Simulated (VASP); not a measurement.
## NaH: single point with r2SCAN

The system is NaH.

```
CELL_PARAMETERS angstrom
2.93529 0.00000 0.00000
0.00000 2.93529 0.00000
0.00000 0.00000 2.93529
ATOMIC_POSITIONS crystal
Na 0.00000 0.00000 0.00000
H 0.50000 0.50000 0.50000
```

```json
{"Program": "VASP 6.6.1", "Task": "single point", "Functional": "r2SCAN", "Potentials or basis": "VASP PAW PBE potentials, release 64 (Na_pv, H)", "Cutoff": "520 eV", "k mesh": "6 × 6 × 6", "Occupations": "gaussian, width 0.01 eV", "Spin": "no spin polarisation", "Dipole correction": "no", "Further INCAR settings": "ALGO = Normal; EDIFF = 1e-06; NBANDS = 11"}
```

```yaml
Pressure: -0.4 GPa
Band_gap_on_the_k_mesh: 1.60 eV, indirect (least direct gap 5.16 eV)
```

Levels at points of the mesh, in eV from the valence-band top:
```
           k point  band 2  band 3  band 4  band 5  band 6  band 7
(0.00, 0.00, 0.00)  -25.49  -25.49   -6.06    9.86   11.66   11.66
(0.50, 0.00, 0.00)  -25.47  -25.47   -3.55    1.60   12.12   14.90
(0.50, 0.50, 0.00)  -25.63  -25.46   -1.86    4.85    4.85    7.85
(0.50, 0.50, 0.50)  -25.61  -25.61    0.00    7.31    7.31    7.31
```

Wall time 14 s on 1 thread of Intel(R) Xeon(R) Platinum 8259CL CPU @ 2.50GHz (Skylake/Cascade Lake) (shared host), peak memory 0.14 GiB.

Caveat: the PAW data sets were made with another functional, which shifts forces and pressure a little. A k mesh can miss the band edges.
